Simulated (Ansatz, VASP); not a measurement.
S in VASP and in Ansatz

File INCAR:

```
SYSTEM = S
ALGO = Normal
EDIFF = 1E-7
ENCUT = 520
GGA = PE
ISIF = 2
ISMEAR = -1
LASPH = .True.
LCHARG = .False.
LREAL = .False.
LWAVE = .False.
NBANDS = 9
NELM = 80
PREC = Accurate
SIGMA = 0.1
```

KPOINTS

```
k-points
0
Gamma
  16 16 16
  0 0 0
```

The input POSCAR:

```
S
1.0
   -1.1923726162      1.1923726162      1.1923726162
    1.1923726162     -1.1923726162      1.1923726162
    1.1923726162      1.1923726162     -1.1923726162
S
1
Direct
    0.0000000000      0.0000000000      0.0000000000
```

Input for Ansatz:

```yaml
crystal:
  lattice:
    - [-1.1923726162, 1.1923726162, 1.1923726162]
    - [1.1923726162, -1.1923726162, 1.1923726162]
    - [1.1923726162, 1.1923726162, -1.1923726162]
  atoms:
    - { symbol: S, position: [0.0, 0.0, 0.0] }
kpoints:
  mp_grid: { grid: [16, 16, 16] }
  band_path:
    path:
      - [0.0, 0.0, 0.0]
      - [0.5, -0.5, 0.5]
      - [0.0, 0.0, 0.5]
      - [0.0, 0.0, 0.0]
      - [0.25, 0.25, 0.25]
      - [0.5, -0.5, 0.5]
      - [0.25, 0.25, 0.25]
      - [0.0, 0.0, 0.5]
    npoints: 8
scf:
  occupations: { method: fermi_dirac, width: 0.1 }
hamiltonian:
  xc: pbe
  pseudopotentials: { kind: paw }
output:
  forces: true
  stress: true
  eigenvalues: true
  populations: true
  dos: { projected: true, de: 0.2, e_range: [-14, 8] }
  write_density: true
  write_potential: true
  elf: true
  volumetric_format: npy
```

Change from the starting cell: volume scaled by 0.43, PAW files.

Alike in both runs: task single point; functional PBE; k mesh 16 × 16 × 16; occupations fermi-dirac, width 0.1 eV; no spin polarisation.

```csv
,VASP,Ansatz
version,VASP 6.6.1,Ansatz 0.2.0
potentials or method,"VASP PAW PBE potentials, release 64 (S)","PAW with Ansatz's default frozen-core files, scalar-relativistic"
plane-wave cutoff (eV),520,420
valence electrons in the cell,6,6
```

Ansatz gave:

| Property | Result |
| --- | --- |
| pressure (GPa) | 348.0 |

Question: Which values does VASP return?

Answer: Pressure (GPa): 342.4.

Both programs put the cell under a high pressure, so it lies far from rest at this level.

Noted on VASP's run: the cell as given lies far from equilibrium.
